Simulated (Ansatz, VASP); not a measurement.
## BP: VASP beside Ansatz

```
B P
1.0
     0.00000    2.20216    2.20216
     2.20216    0.00000    2.20216
     2.20216    2.20216    0.00000
B P
1 1
Cartesian
  0.0000 0.0000 0.0000
  2.2022 2.2022 2.2022
```

Change from the starting cell: volume scaled by 1.06.

Alike in both runs: task single point; functional PBE; k mesh 16 × 16 × 16; occupations fermi-dirac, width 0.05 eV; no spin polarisation.

|  | VASP | Ansatz |
| --- | --- | --- |
| version | VASP 6.6.1 | Ansatz 0.2.0 |
| potentials or method | VASP PAW PBE potentials, release 64 (B, P), cutoff 520 eV | all-electron LAPW, scalar-relativistic |

Ansatz gave:

```
pressure (GPa) : -8.4
```

Problem. What did VASP give for the same quantities?

Solution. Pressure (GPa): -8.6.

Ansatz ran all-electron here, and VASP with PAW potentials.
